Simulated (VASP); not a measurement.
# C (Fd-3m) in VASP: a series of runs

Runs on C. Level: LDA. Tasks: electric field gradients.

Program: VASP 6.6.1. These are calculated values, not measurements. Logs are shortened: lines on timing, memory, paths and dates and some standing lists are left out, and cuts for length are marked.

### 1 The cell of the first run

The structure is cubic, space group Fd-3m (No. 227). The conventional cell has a = 3.590 Å, b = 3.590 Å, c = 3.590 Å, α = 90.00°, β = 90.00°, γ = 90.00°. C (site symmetry -43m) has 4 C at 1.55 Å within 2.1 Å.

### 2 Electric field gradients, LDA (volume scaled by 1.02)

The input, INCAR:

```
SYSTEM = C
ALGO = Normal
EDIFF = 1E-8
ENCUT = 520
GGA = CA
ISIF = 2
ISMEAR = -1
LASPH = .True.
LCHARG = .False.
LEFG = .True.
LREAL = .False.
LWAVE = .False.
NBANDS = 11
NELM = 100
PREC = Accurate
SIGMA = 0.08
```

The input, KPOINTS:

```
k-points
0
Gamma
  20 20 20
  0 0 0
```

The input, POSCAR:

```
C
1.0
    0.0000000000      1.7952109402      1.7952109402
    1.7952109402      0.0000000000      1.7952109402
    1.7952109402      1.7952109402      0.0000000000
C
2
Direct
    0.5000000000      0.5000000000      0.5000000000
    0.7500000000      0.7500000000      0.7500000000
```

Potentials or basis: VASP PAW LDA potentials, release 64 (C).

Command:

```
> cat potpaw_LDA.64/C/POTCAR > POTCAR
> mpirun -np 1 vasp_std > vasp.out
```

OUTCAR:

```text
SYSTEM = C
   EDIFF = 1E-8
   ENCUT = 520
   GGA = CA
   ISIF = 2
   ISMEAR = -1
   LASPH = .True.
   LREAL = .False.
   NELM = 100
   PREC = Accurate

 ion  position               nearest neighbor table
   1  0.500  0.500  0.500-   2 1.55   2 1.55   2 1.55   2 1.55
   2  0.750  0.750  0.750-   1 1.55   1 1.55   1 1.55   1 1.55

  LATTYP: Found a face centered cubic cell.
 ALAT       =     3.5904218804

  Lattice vectors:

 A1 = (   0.0000000000,   1.7952109402,   1.7952109402)
 A2 = (   1.7952109402,   0.0000000000,   1.7952109402)
 A3 = (   1.7952109402,   1.7952109402,   0.0000000000)

Analysis of symmetry for initial positions (statically):
=====================================================================
 Subroutine PRICEL returns:
 Original cell was already a primitive cell.

 Routine SETGRP: Setting up the symmetry group for a
 face centered cubic supercell.

 Subroutine GETGRP returns: Found 48 space group operations
 (whereof 24 operations were pure point group operations)
 out of a pool of 48 trial point group operations.

The static configuration has the point symmetry T_d .
 The point group associated with its full space group is O_h .

Analysis of symmetry for dynamics (positions and initial velocities):
=====================================================================
 Subroutine PRICEL returns:
 Original cell was already a primitive cell.

 Routine SETGRP: Setting up the symmetry group for a
 face centered cubic supercell.

 Subroutine GETGRP returns: Found 48 space group operations
 (whereof 24 operations were pure point group operations)
 out of a pool of 48 trial point group operations.

The dynamic configuration has the point symmetry T_d .
 The point group associated with its full space group is O_h .

 Subroutine INISYM returns: Found 48 space group operations
 (whereof 24 operations are pure point group operations),
 and found     1 'primitive' translations

----------------------------------------------------------------------------------------

                                     Primitive cell

  volume of cell :      11.5711

  direct lattice vectors                    reciprocal lattice vectors
     0.000000000  1.795210940  1.795210940    -0.278518802  0.278518802  0.278518802
     1.795210940  0.000000000  1.795210940     0.278518802 -0.278518802  0.278518802
     1.795210940  1.795210940  0.000000000     0.278518802  0.278518802 -0.278518802

  length of vectors
     2.538811659  2.538811659  2.538811659     0.482408716  0.482408716  0.482408716

  position of ions in fractional coordinates (direct lattice)
     0.500000000  0.500000000  0.500000000
     0.750000000  0.750000000  0.750000000

  ion indices of the primitive-cell ions
   primitive index   ion index
                 1           1
                 2           2

----------------------------------------------------------------------------------------

 KPOINTS: k-points

Automatic generation of k-mesh.
 Grid dimensions read from file:
 generate k-points for:   20   20   20

 Generating k-lattice:

  Cartesian coordinates                     Fractional coordinates (reciprocal lattice)
    -0.013925940  0.013925940  0.013925940     0.050000000  0.000000000  0.000000000
     0.013925940 -0.013925940  0.013925940     0.000000000  0.050000000  0.000000000
     0.013925940  0.013925940 -0.013925940     0.000000000  0.000000000  0.050000000

  Length of vectors
     0.024120436  0.024120436  0.024120436

  Shift w.r.t. Gamma in fractional coordinates (k-lattice)
     0.000000000  0.000000000  0.000000000

 Subroutine IBZKPT returns following result:
 ===========================================

 Found    256 irreducible k-points:

 Following reciprocal coordinates:
            Coordinates               Weight
  0.000000  0.000000  0.000000      1.000000
  0.050000  0.000000  0.000000      8.000000
  0.100000  0.000000  0.000000      8.000000
  0.150000  0.000000  0.000000      8.000000
  0.200000  0.000000  0.000000      8.000000
  0.250000  0.000000  0.000000      8.000000
[... 16 lines left out ...]
 -0.400000  0.050000  0.000000     24.000000
 -0.350000  0.050000  0.000000     24.000000
 [... further k-points ...]
   k-points           NKPTS =    256   k-points in BZ     NKDIM =    256   number of bands    NBANDS=     11
   number of dos      NEDOS =    301   number of ions     NIONS =      2
   total plane-waves  NPLWV =   8000
   dimension x,y,z NGX =    20 NGY =   20 NGZ =   20
   dimension x,y,z NGXF=    40 NGYF=   40 NGZF=   40
   ions per type =               2
   NGX,Y,Z   is equivalent  to a cutoff of  13.10, 13.10, 13.10 a.u.
   NGXF,Y,Z  is equivalent  to a cutoff of  26.19, 26.19, 26.19 a.u.
 SYSTEM =  C
   PREC   = accura    normal or accurate (medium, high low for compatibility)
   ISTART =      0    job   : 0-new  1-cont  2-samecut
   ICHARG =      2    charge: 1-file 2-atom 10-const
   ISPIN  =      1    spin polarized calculation?
   LNONCOLLINEAR =      F non collinear calculations
   LSORBIT =      F    spin-orbit coupling
   LASPH  =      T    aspherical Exc in radial PAW
   ENCUT  =  520.0 eV  38.22 Ry    6.18 a.u.   4.72  4.72  4.72*2*pi/ulx,y,z
   NELM   =    100;   NELMIN=  2; NELMDL= -5     # of ELM steps
   EDIFF  = 0.1E-07   stopping-criterion for ELM
   LREAL  =      F    real-space projection
   EDIFFG = 0.1E-06   stopping-criterion for IOM
   NSW    =      0    number of steps for IOM
   IBRION =     -1    ionic relax: 0-MD 1-quasi-New 2-CG
   NFREE  =      0    steps in history (QN), initial steepest desc. (CG)
   ISIF   =      2    stress and relaxation
   ISYM   =      2    0-nonsym 1-usesym 2-fastsym
   POTIM  = 0.5000    time-step for ionic-motion
   TEBEG  =    0.0;   TEEND  =   0.0 temperature during run
   PSTRESS=    0.0 pullay stress
   NELECT =       8.0000    total number of electrons
   NUPDOWN=      -1.0000    fix difference up-down
   EMIN   =  10.00;   EMAX   =-10.00  energy-range for DOS
   EFERMI =   0.00;   METHOD = LEGACY
   ISMEAR =    -1;   SIGMA  =   0.08  broadening in eV -4-tet -1-fermi 0-gaus
   EFERMI_NEDOS =   21; number of points for ismear=-14 and -15
   IALGO  =     38    algorithm
   IMIX   =      4    mixing-type and parameters
     AMIX     =   0.40;   BMIX     =  1.00
     AMIX_MAG =   1.60;   BMIX_MAG =  1.00
  volume/ion in A,a.u.               =       5.79        39.04
  Fermi-wavevector in a.u.,A,eV,Ry     =   1.447591  2.735551 28.511294  2.095521
  Thomas-Fermi vector in A             =   2.565529
   LORBIT       =      0    0 simple, 1 ext, 2 COOP (PROOUT), +10 PAW based schemes
   GGA     = CA    functional components
   LHFCALC =     F    Hartree Fock is set to
   AEXX    =    0.0000 exact exchange contribution
   IVDW    =     0    specifies the selected vdW correction
   LEPSILON=     F    determine dielectric tensor
   LRPA    =     F    only Hartree local field effects (RPA)
 non-spin polarized calculation
  energy-cutoff  :      520.00
  volume of cell :       11.57
 maximum number of plane-waves:       331
   NGX =  9   NGY =  9   NGZ =  9

 number of electron       8.0000000 magnetization

 Free energy of the ion-electron system (eV)
  ---------------------------------------------------
  ext. energy  EPLUGINS =         0.00000000
  ---------------------------------------------------
  free energy    TOTEN  =       -20.21334889 eV

  energy without entropy =      -20.21334889  energy(sigma->0) =      -20.21334889

 E-fermi :  10.8367     XC(G=0): -13.4038

 val. band max:        9.4352764066   @ k =   0.0000   0.0000   0.0000
 cond. band min:      13.4893085039   @ k =   0.3500   0.3500   0.0000
 fundamental gap:      4.0540320973
 Fermi energy:        10.8366848838

 k-point     1 :       0.0000    0.0000    0.0000
  band No.  band energies     occupation
      1     -11.6206      2.00000
      2       9.4353      2.00000
      3       9.4353      2.00000
      4       9.4353      2.00000
      5      14.9220      0.00000
      6      14.9220      0.00000
      7      14.9220      0.00000
      8      22.5416      0.00000
      9      28.1810      0.00000
     10      35.8446      0.00000
     11      35.8446      0.00000

 k-point     2 :       0.0500    0.0000    0.0000
  band No.  band energies     occupation
      1     -11.5523      2.00000
      2       8.9646      2.00000
      3       9.3147      2.00000
      4       9.3147      2.00000
      5      15.0790      0.00000
      6      15.0790      0.00000
      7      15.2116      0.00000
      8      22.5947      0.00000
      9      28.2974      0.00000
     10      34.5115      0.00000
     11      34.5115      0.00000

 k-point     3 :       0.1000    0.0000    0.0000
  band No.  band energies     occupation
      1     -11.3476      2.00000
      2       7.8042      2.00000
      3       8.9996      2.00000
      4       8.9996      2.00000
      5      15.4927      0.00000
      6      15.4927      0.00000
      7      15.8407      0.00000
      8      22.7526      0.00000
      9      28.6092      0.00000
     10      33.2072      0.00000
     11      33.2072      0.00000

 k-point     4 :       0.1500    0.0000    0.0000
  band No.  band energies     occupation
      1     -11.0076      2.00000
      2       6.3075      2.00000
      3       8.5831      2.00000
      4       8.5831      2.00000
      5      16.0394      0.00000
      6      16.0394      0.00000
      7      16.4927      0.00000
      8      23.0073      0.00000
      9      29.0082      0.00000
     10      32.2499      0.00000
     11      32.2499      0.00000
[... 239 lines left out ...]
 k-point    22 :      -0.4500    0.0500    0.0000
  band No.  band energies     occupation
      1      -6.1195      2.00000
      2      -3.3198      2.00000
      3       6.3816      2.00000
      4       6.6764      2.00000
      5      17.7075      0.00000
      6      17.8566      0.00000
      7      18.3803      0.00000
      8      24.6475      0.00000
      9      30.3629      0.00000
     10      33.0871      0.00000
     11      34.2461      0.00000

 k-point    23 :      -0.4000    0.0500    0.0000
  band No.  band energies     occupation
      1      -7.0261      2.00000
      2      -2.1552      2.00000
      3       6.3915      2.00000
      4       6.8686      2.00000
      5      17.7293      0.00000
      6      17.8002      0.00000
      7      18.3146      0.00000
      8      24.5295      0.00000
      9      30.1411      0.00000
     10      33.1177      0.00000
     11      33.3083      0.00000

 k-point    24 :      -0.3500    0.0500    0.0000
  band No.  band energies     occupation
      1      -7.9873      2.00000
      2      -0.7209      2.00000
      3       6.4923      2.00000
      4       7.1394      2.00000
      5      17.5559      0.00000
      6      17.8508      0.00000
      7      18.1908      0.00000
      8      24.2988      0.00000
      9      29.9200      0.00000
     10      31.9979      0.00000
     11      33.2686      0.00000

 [... further k-points ...]
[... 5 lines left out ...]
  --------------------------------------------------------------------------------------
  -------------------------------------------------------------------------------------
  Total       -1.4255877     -1.4255877     -1.4255877      0.0000000      0.0000000      0.0000000
  in kB     -197.3913305   -197.3913305   -197.3913305      0.0000000      0.0000000      0.0000000
  external PRESSURE =    -197.3913305 kB  Pullay stress =       0.0000000 kB

 VOLUME and BASIS-vectors are now :
 -----------------------------------------------------------------------------
  energy-cutoff  :      520.00
  volume of cell :       11.57
      direct lattice vectors                 reciprocal lattice vectors
     0.000000000  1.795210940  1.795210940    -0.278518802  0.278518802  0.278518802
     1.795210940  0.000000000  1.795210940     0.278518802 -0.278518802  0.278518802
     1.795210940  1.795210940  0.000000000     0.278518802  0.278518802 -0.278518802

 POSITION                                       TOTAL-FORCE (eV/Angst)
 -----------------------------------------------------------------------------------
      1.79521      1.79521      1.79521        -0.000000     -0.000000     -0.000000
      2.69282      2.69282      2.69282         0.000000      0.000000      0.000000
 -----------------------------------------------------------------------------------
    total drift:                                0.000000     -0.000000      0.000000

  FREE ENERGIE OF THE ION-ELECTRON SYSTEM (eV)
  ---------------------------------------------------
  free  energy   TOTEN  =       -20.2133488908 eV

  energy  without entropy=      -20.2133488907  energy(sigma->0) =      -20.21334889

 Electric field gradients (V/A^2)
---------------------------------------------------------------------
 ion       V_xx      V_yy      V_zz      V_xy      V_xz      V_yz
---------------------------------------------------------------------
   1       0.000    -0.000    -0.000    -0.000    -0.000    -0.000
   2      -0.000    -0.000    -0.000    -0.000    -0.000    -0.000
---------------------------------------------------------------------

 Electric field gradients after diagonalization (V/A^2)
 (convention: |V_zz| > |V_xx| > |V_yy|)
----------------------------------------------------------------------
 ion       V_xx      V_yy      V_zz     asymmetry (V_yy - V_xx)/ V_zz
----------------------------------------------------------------------
   1       0.000     0.000    -0.000       0.000
   2       0.000     0.000    -0.000       0.000
----------------------------------------------------------------------

           NMR quadrupolar parameters

 Cq : quadrupolar parameter    Cq=e*Q*V_zz/h
 eta: asymmetry parameters     (V_yy - V_xx)/ V_zz
 Q  : nuclear electric quadrupole moment in mb (millibarn)
----------------------------------------------------------------------
 ion       Cq(MHz)       eta       Q (mb)
----------------------------------------------------------------------
   1      -0.000       0.000       1.000
   2      -0.000       0.000       1.000
----------------------------------------------------------------------
```

Wall time 19 s (1 thread of AMD EPYC 9R14 (Zen 4), shared host); peak memory 0.1 GiB.

Results:

```yaml
Free_energy: -20.2133 eV
Pressure: -19.7 GPa
Band_gap_on_the_k_mesh: 4.05 eV, indirect (least direct gap 5.49 eV)
```

Levels at points of the mesh, in eV from the valence-band top:
| k point | band 1 | band 2 | band 3 | band 4 | band 5 | band 6 | band 7 | band 8 |
| --- | --- | --- | --- | --- | --- | --- | --- | --- |
| (0.00, 0.00, 0.00) | -21.06 | 0.00 | 0.00 | 0.00 | 5.49 | 5.49 | 5.49 | 13.11 |
| (0.50, 0.00, 0.00) | -15.33 | -13.14 | -2.74 | -2.74 | 8.30 | 8.30 | 8.74 | 15.22 |
| (0.50, 0.50, 0.00) | -12.47 | -12.47 | -6.17 | -6.17 | 4.66 | 4.66 | 16.33 | 16.33 |

Caveat: without QUAD_EFG the Cq values of the log hold for a quadrupole moment of 1 mb, not for the nuclei. A k mesh can miss the band edges.

[end of part 1 of 2]
